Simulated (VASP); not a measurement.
# InSe (C2/m) in VASP: further runs, part 2 of 2

VASP 6.6.1.

## (3) Electric field gradients, PBEsol (26.33 Å³/atom)

This run uses another cell than the first one, of 26.33 Å³/atom.

The input, INCAR:

```
SYSTEM = InSe
  ALGO = Normal
  EDIFF = 1E-8
  ENCUT = 520
  GGA = PS
  ISIF = 2
  ISMEAR = -1
  LASPH = .TRUE.
  LCHARG = .FALSE.
  LEFG = .TRUE.
  LREAL = .FALSE.
  LWAVE = .FALSE.
  NBANDS = 27
  NELM = 80
  PREC = Accurate
  SIGMA = 0.02
```

The input, KPOINTS:

```
k-points
0
G
  7 7 6
  0 0 0
```

The input, POSCAR:

```
InSe
1.0
    5.8873975131     -2.0618272927      0.0000000000
    5.8873975131      2.0618272927      0.0000000000
   -1.6047294086      0.0000000000      4.3380208189
In Se
2 2
Direct
    0.8840000000      0.8840000000      0.0050000000
    0.1160000000      0.1160000000      0.9950000000
    0.6600000000      0.6600000000      0.6420000000
    0.3400000000      0.3400000000      0.3580000000
```

Potentials or basis: VASP PAW PBE potentials, release 64 (In_d, Se).

The run is started by

```console
> cat potpaw_PBE.64/In_d/POTCAR potpaw_PBE.64/Se/POTCAR > POTCAR
> mpirun -np 1 vasp_std > vasp.out
```

OUTCAR:

```text
SYSTEM = InSe
   EDIFF = 1E-8
   ENCUT = 520
   GGA = PS
   ISIF = 2
   ISMEAR = -1
   LASPH = .TRUE.
   LREAL = .FALSE.
   NELM = 80
   PREC = Accurate

 ion  position               nearest neighbor table
   1  0.884  0.884  0.005-   3 2.59   2 2.75   4 2.79   4 2.79   2 3.76   2 3.76
   2  0.116  0.116  0.995-   4 2.59   1 2.75   3 2.79   3 2.79   1 3.76   1 3.76
   3  0.660  0.660  0.642-   1 2.59   2 2.79   2 2.79
   4  0.340  0.340  0.358-   2 2.59   1 2.79   1 2.79

  LATTYP: Found a base centered monoclinic cell.
 ALAT       =    11.7747950262
 B/A-ratio  =     0.3502103074
 C/A-ratio  =     0.3928152938
 COS(beta)  =    -0.3469445484

  Lattice vectors:

 A1 = (   5.8873975131,  -2.0618272927,   0.0000000000)
 A2 = (   5.8873975131,   2.0618272927,   0.0000000000)
 A3 = (  -1.6047294086,   0.0000000000,   4.3380208189)

Analysis of symmetry for initial positions (statically):
=====================================================================
 Subroutine PRICEL returns:
 Original cell was already a primitive cell.

 Routine SETGRP: Setting up the symmetry group for a
 base centered monoclinic supercell.

 Subroutine GETGRP returns: Found  4 space group operations
 (whereof  4 operations were pure point group operations)
 out of a pool of  4 trial point group operations.

The static configuration has the point symmetry C_2h.

Analysis of symmetry for dynamics (positions and initial velocities):
=====================================================================
 Subroutine PRICEL returns:
 Original cell was already a primitive cell.

 Routine SETGRP: Setting up the symmetry group for a
 base centered monoclinic supercell.

 Subroutine GETGRP returns: Found  4 space group operations
 (whereof  4 operations were pure point group operations)
 out of a pool of  4 trial point group operations.

The dynamic configuration has the point symmetry C_2h.

 Subroutine INISYM returns: Found  4 space group operations
 (whereof  4 operations are pure point group operations),
 and found     1 'primitive' translations

----------------------------------------------------------------------------------------

                                     Primitive cell

  volume of cell :     105.3167

  direct lattice vectors                    reciprocal lattice vectors
     5.887397513 -2.061827293  0.000000000     0.084927168 -0.242503338  0.031416429
     5.887397513  2.061827293  0.000000000     0.084927168  0.242503338  0.031416429
    -1.604729409  0.000000000  4.338020819     0.000000000  0.000000000  0.230519871

  length of vectors
     6.237994971  6.237994971  4.625319567     0.258858040  0.258858040  0.230519871

  position of ions in fractional coordinates (direct lattice)
     0.884000000  0.884000000  0.005000000
     0.116000000  0.116000000  0.995000000
     0.660000000  0.660000000  0.642000000
     0.340000000  0.340000000  0.358000000

  ion indices of the primitive-cell ions
   primitive index   ion index
                 1           1
                 2           2
                 3           3
                 4           4
[... 86 lines left out ...]
   EFERMI =   0.00;   METHOD = LEGACY
   ISMEAR =    -1;   SIGMA  =   0.02  broadening in eV -4-tet -1-fermi 0-gaus
   EFERMI_NEDOS =   21; number of points for ismear=-14 and -15
   IALGO  =     38    algorithm
   IMIX   =      4    mixing-type and parameters
     AMIX     =   0.40;   BMIX     =  1.00
     AMIX_MAG =   1.60;   BMIX_MAG =  1.00
  volume/ion in A,a.u.               =      26.33       177.68
  Fermi-wavevector in a.u.,A,eV,Ry     =   1.165477  2.202432 18.481283  1.358336
  Thomas-Fermi vector in A             =   2.302002
   LORBIT       =      0    0 simple, 1 ext, 2 COOP (PROOUT), +10 PAW based schemes
   GGA     = PS    functional components
   LHFCALC =     F    Hartree Fock is set to
   AEXX    =    0.0000 exact exchange contribution
   IVDW    =     0    specifies the selected vdW correction
   LEPSILON=     F    determine dielectric tensor
   LRPA    =     F    only Hartree local field effects (RPA)
 non-spin polarized calculation
  energy-cutoff  :      520.00
  volume of cell :      105.32
 maximum number of plane-waves:      2862
   NGX = 23   NGY = 23   NGZ = 17

 number of electron      38.0000003 magnetization

 Free energy of the ion-electron system (eV)
  ---------------------------------------------------
  ext. energy  EPLUGINS =         0.00000000
  ---------------------------------------------------
  free energy    TOTEN  =       -15.45233079 eV

  energy without entropy =      -15.45233079  energy(sigma->0) =      -15.45233079

 E-fermi :   5.1077     XC(G=0):  -9.7198

 val. band max:        4.6720750096   @ k =  -0.2857  -0.2857   0.3333
 cond. band min:       5.5369678376   @ k =   0.4286   0.4286  -0.0000
 fundamental gap:      0.8648928281
 Fermi energy:         5.1077229376

 k-point     1 :       0.0000    0.0000    0.0000
  band No.  band energies     occupation
      1      -9.9302      2.00000
      2      -9.8895      2.00000
      3      -9.5939      2.00000
      4      -9.5775      2.00000
      5      -9.5368      2.00000
      6      -9.5333      2.00000
[... 709 lines left out ...]
     26      11.2199      0.00000
     27      12.2307      0.00000

 [... further k-points ...]

------------------------ aborting loop because EDIFF is reached ----------------------------------------

  FORCE on cell =-STRESS in cart. coord.  units (eV):
  Direction    XX          YY          ZZ          XY          YZ          ZX
  --------------------------------------------------------------------------------------
  -------------------------------------------------------------------------------------
  Total        0.7536577     -1.2904328     -0.7664423      0.0000000      0.0000000      1.3610927
  in kB       11.4653530    -19.6312844    -11.6598452      0.0000000      0.0000000     20.7062295
  external PRESSURE =      -6.6085922 kB  Pullay stress =       0.0000000 kB

 VOLUME and BASIS-vectors are now :
 -----------------------------------------------------------------------------
  energy-cutoff  :      520.00
  volume of cell :      105.32
      direct lattice vectors                 reciprocal lattice vectors
     5.887397513 -2.061827293  0.000000000     0.084927168 -0.242503338  0.031416429
     5.887397513  2.061827293  0.000000000     0.084927168  0.242503338  0.031416429
    -1.604729409  0.000000000  4.338020819     0.000000000  0.000000000  0.230519871

 POSITION                                       TOTAL-FORCE (eV/Angst)
 -----------------------------------------------------------------------------------
     10.40090      0.00000      0.02169        -0.213803      0.000000      0.505512
     -0.23083      0.00000      4.31633         0.213803      0.000000     -0.505512
      6.74113      0.00000      2.78501        -0.670166      0.000000      0.031413
      3.42894      0.00000      1.55301         0.670166      0.000000     -0.031413
 -----------------------------------------------------------------------------------
    total drift:                               -0.000000     -0.000000      0.000000

  FREE ENERGIE OF THE ION-ELECTRON SYSTEM (eV)
  ---------------------------------------------------
  free  energy   TOTEN  =       -15.4523307905 eV

  energy  without entropy=      -15.4523307905  energy(sigma->0) =      -15.45233079

 Electric field gradients (V/A^2)
---------------------------------------------------------------------
 ion       V_xx      V_yy      V_zz      V_xy      V_xz      V_yz
---------------------------------------------------------------------
   1    -174.188    96.484    77.704     0.000   -45.025     0.000
   2    -174.188    96.484    77.704    -0.000   -45.025     0.000
   3      72.587   -24.981   -47.606     0.000    18.212     0.000
   4      72.587   -24.981   -47.606     0.000    18.212    -0.000
---------------------------------------------------------------------

 Electric field gradients after diagonalization (V/A^2)
 (convention: |V_zz| > |V_xx| > |V_yy|)
----------------------------------------------------------------------
 ion       V_xx      V_yy      V_zz     asymmetry (V_yy - V_xx)/ V_zz
----------------------------------------------------------------------
   1      96.484    85.510  -181.994       0.060
   2      96.484    85.510  -181.994       0.060
   3     -50.305   -24.981    75.286       0.336
   4     -50.305   -24.981    75.286       0.336
----------------------------------------------------------------------

           NMR quadrupolar parameters

 Cq : quadrupolar parameter    Cq=e*Q*V_zz/h
 eta: asymmetry parameters     (V_yy - V_xx)/ V_zz
 Q  : nuclear electric quadrupole moment in mb (millibarn)
----------------------------------------------------------------------
 ion       Cq(MHz)       eta       Q (mb)
----------------------------------------------------------------------
   1      -0.440       0.060       1.000
   2      -0.440       0.060       1.000
   3       0.182       0.336       1.000
   4       0.182       0.336       1.000
----------------------------------------------------------------------
```

stdout:

```text
POSCAR found type information on POSCAR InSe
 POSCAR found :  2 types and       4 ions
 scaLAPACK will be used
 -----------------------------------------------------------------------------
|                                                                             |
|                                                                             |
|     You enforced a specific xc type in the INCAR file but a different       |
|     I HOPE YOU KNOW WHAT YOU ARE DOING!                                     |
|                                                                             |
 -----------------------------------------------------------------------------

 LDA part: xc-table for (Slater+PW92), standard interpolation
 POSCAR, INCAR and KPOINTS ok, starting setup
 FFT: planning ... GRIDC
 FFT: planning ... GRID_SOFT
 FFT: planning ... GRID
 WAVECAR not read
 entering main loop
ion   1

ion   2

ion   3

ion   4
```

Wall time 6 min (1 thread of Intel Xeon Platinum 8488C (Sapphire Rapids), shared host); peak memory 0.42 GiB.

What came out:

```
Free energy                             : -15.4523 eV
Pressure                                : -0.7 GPa
Largest force                           : 0.671 eV/Å
Band gap on the k mesh                  : 0.86 eV (least direct gap 1.25 eV)
Largest electric field gradient by atom : In -182.0; Se +75.3 V/Å²
```

Forces in eV/Å, atoms in the order of the input:
```
In  -0.214  0.000  0.506
In   0.214  0.000 -0.506
Se  -0.670  0.000  0.031
Se   0.670  0.000 -0.031
```

Electric field gradients, principal values (V/Å²):
```tsv
atom	least	middle	greatest (by size)
1 In	85.510	96.484	-181.994
2 In	85.510	96.484	-181.994
3 Se	-24.981	-50.305	75.286
4 Se	-24.981	-50.305	75.286
```

Caveat: without QUAD_EFG the Cq values of the log hold for a quadrupole moment of 1 mb, not for the nuclei; the PAW data sets were made with another functional, which shifts forces and pressure a little; spin-orbit coupling is left out, which moves the levels of the heavy elements; an odd mesh through Γ misses points on the zone boundary, where band edges can lie.

## (4) Electric field gradients, PBEsol (26.33 Å³/atom)

This run uses another cell than the first one, of 26.33 Å³/atom.

The input, INCAR:

```
PREC = Accurate
ENCUT = 520
EDIFF = 1E-8
ISMEAR = -1
SIGMA = 0.02
LREAL = F
LASPH = T
NELM = 100
ALGO = Normal
ISIF = 2
LWAVE = F
LCHARG = F
GGA = PS
LEFG = T
NBANDS = 27
```

The input, KPOINTS:

```
Automatic mesh
0
Gamma
  7 7 6
```

POSCAR is that of step 3.

Potentials or basis: VASP PAW PBE potentials, release 64 (In_d, Se).

The run is started by

```console
> cat potpaw_PBE.64/In_d/POTCAR potpaw_PBE.64/Se/POTCAR > POTCAR
> mpirun -np 1 vasp_std > vasp.out
```

OUTCAR:

```text
PREC = Accurate
   ENCUT = 520
   EDIFF = 1E-8
   ISMEAR = -1
   LREAL = F
   LASPH = T
   NELM = 100
   ISIF = 2
   GGA = PS

 ion  position               nearest neighbor table
   1  0.884  0.884  0.005-   3 2.59   2 2.75   4 2.79   4 2.79   2 3.76   2 3.76
   2  0.116  0.116  0.995-   4 2.59   1 2.75   3 2.79   3 2.79   1 3.76   1 3.76
   3  0.660  0.660  0.642-   1 2.59   2 2.79   2 2.79
   4  0.340  0.340  0.358-   2 2.59   1 2.79   1 2.79

  LATTYP: Found a base centered monoclinic cell.
 ALAT       =    11.7747950262
 B/A-ratio  =     0.3502103074
 C/A-ratio  =     0.3928152938
 COS(beta)  =    -0.3469445484

  Lattice vectors:

 A1 = (   5.8873975131,  -2.0618272927,   0.0000000000)
 A2 = (   5.8873975131,   2.0618272927,   0.0000000000)
 A3 = (  -1.6047294086,   0.0000000000,   4.3380208189)

Analysis of symmetry for initial positions (statically):
=====================================================================
 Subroutine PRICEL returns:
 Original cell was already a primitive cell.
[... 923 lines left out ...]
     10.40090      0.00000      0.02169        -0.213803      0.000000      0.505512
     -0.23083      0.00000      4.31633         0.213803      0.000000     -0.505512
      6.74113      0.00000      2.78501        -0.670166      0.000000      0.031413
      3.42894      0.00000      1.55301         0.670166      0.000000     -0.031413
 -----------------------------------------------------------------------------------
    total drift:                               -0.000000     -0.000000      0.000000

  FREE ENERGIE OF THE ION-ELECTRON SYSTEM (eV)
  ---------------------------------------------------
  free  energy   TOTEN  =       -15.4523307905 eV

  energy  without entropy=      -15.4523307905  energy(sigma->0) =      -15.45233079

 Electric field gradients (V/A^2)
---------------------------------------------------------------------
 ion       V_xx      V_yy      V_zz      V_xy      V_xz      V_yz
---------------------------------------------------------------------
   1    -174.188    96.484    77.704     0.000   -45.025     0.000
   2    -174.188    96.484    77.704    -0.000   -45.025     0.000
   3      72.587   -24.981   -47.606     0.000    18.212     0.000
   4      72.587   -24.981   -47.606     0.000    18.212    -0.000
---------------------------------------------------------------------

 Electric field gradients after diagonalization (V/A^2)
 (convention: |V_zz| > |V_xx| > |V_yy|)
----------------------------------------------------------------------
 ion       V_xx      V_yy      V_zz     asymmetry (V_yy - V_xx)/ V_zz
----------------------------------------------------------------------
   1      96.484    85.510  -181.994       0.060
   2      96.484    85.510  -181.994       0.060
   3     -50.305   -24.981    75.286       0.336
   4     -50.305   -24.981    75.286       0.336
----------------------------------------------------------------------

           NMR quadrupolar parameters

 Cq : quadrupolar parameter    Cq=e*Q*V_zz/h
 eta: asymmetry parameters     (V_yy - V_xx)/ V_zz
 Q  : nuclear electric quadrupole moment in mb (millibarn)
----------------------------------------------------------------------
 ion       Cq(MHz)       eta       Q (mb)
----------------------------------------------------------------------
   1      -0.440       0.060       1.000
   2      -0.440       0.060       1.000
   3       0.182       0.336       1.000
   4       0.182       0.336       1.000
----------------------------------------------------------------------
```

It took 6.4 min on 1 thread of Intel Xeon Platinum 8488C (Sapphire Rapids), shared host; peak memory 0.42 GiB.

What came out:

| Item | Value |
| --- | --- |
| Free energy | -15.4523 eV |
| Pressure | -0.7 GPa |
| Largest force | 0.671 eV/Å |
| Band gap on the k mesh | 0.86 eV (least direct gap 1.25 eV) |
| Largest electric field gradient by atom | In -182.0; Se +75.3 V/Å² |

Forces on the atoms (eV/Å):
```
In  -0.214  0.000  0.506
In   0.214  0.000 -0.506
Se  -0.670  0.000  0.031
Se   0.670  0.000 -0.031
```

Levels at points of the mesh, in eV from the valence-band top:
```tsv
k point	band 16	band 17	band 18	band 19	band 20	band 21	band 22	band 23
(0.00, 0.00, 0.00)	-2.76	-2.25	-1.74	-1.11	2.73	3.45	4.29	4.58
(0.00, 0.00, 0.50)	-1.59	-1.58	-1.12	-0.38	1.02	2.24	3.32	3.55
```

Electric field gradients, principal values (V/Å²):
| atom | least | middle | greatest (by size) |
| --- | --- | --- | --- |
| 1 In | 85.510 | 96.484 | -181.994 |
| 2 In | 85.510 | 96.484 | -181.994 |
| 3 Se | -24.981 | -50.305 | 75.286 |
| 4 Se | -24.981 | -50.305 | 75.286 |

Caveat: without QUAD_EFG the Cq values of the log hold for a quadrupole moment of 1 mb, not for the nuclei; the PAW data sets were made with another functional, which shifts forces and pressure a little; spin-orbit coupling is left out, which moves the levels of the heavy elements; an odd mesh through Γ misses points on the zone boundary, where band edges can lie.
